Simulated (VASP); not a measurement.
MgO: single point with LDA

**Measured values to compare with.**

From “Electronic structure of alkaline earth and post-transition metal oxides”, 2009, arxiv:0908.1581, for a bulk crystal of MgO: band gap 7.83 eV.

Crystal: MgO.

```
Mg O
1.0
     0.00000    2.07963    2.07963
     2.07963    0.00000    2.07963
     2.07963    2.07963    0.00000
Mg O
1 1
Direct
  0.00000 0.00000 0.00000
  0.50000 0.50000 0.50000
```

* Program: VASP 6.6.1
* Task: single point
* Functional: LDA
* Potentials or basis: VASP PAW LDA potentials, release 64 (Mg, O)
* Cutoff: 520 eV
* k mesh: 8 × 8 × 8
* Occupations: gaussian, width 0.1 eV
* Spin: no spin polarisation

The pressure is -1.7 GPa and the band gap on the k mesh is 5.03 eV, direct.

Levels at points of the mesh, in eV from the valence-band top:
```
           k point  band 1  band 2  band 3  band 4  band 5  band 6  band 7  band 8  band 9
(0.00, 0.00, 0.00)  -17.21    0.00    0.00    0.00    5.03   15.73   15.73   15.73   19.86
(0.50, 0.00, 0.00)  -15.75   -4.87   -0.71   -0.71    7.97   12.83   16.39   16.39   21.13
(0.50, 0.50, 0.00)  -15.47   -4.31   -1.43   -1.43    8.92   10.12   13.30   19.21   19.21
```

Run time: 2.7 s on 1 thread of Intel(R) Xeon(R) 6975P-C (Granite Rapids) (shared host), peak memory 0.12 GiB.

Measured gap of MgO: 7.83 eV (quoted in “Electronic structure of alkaline earth and post-transition metal oxides”, 2009, arxiv:0908.1581). This calculation gives 5.03 eV (-2.80 eV). The value is that of LDA, without temperature or zero-point motion. Semilocal functionals fall short of measured gaps as a rule.
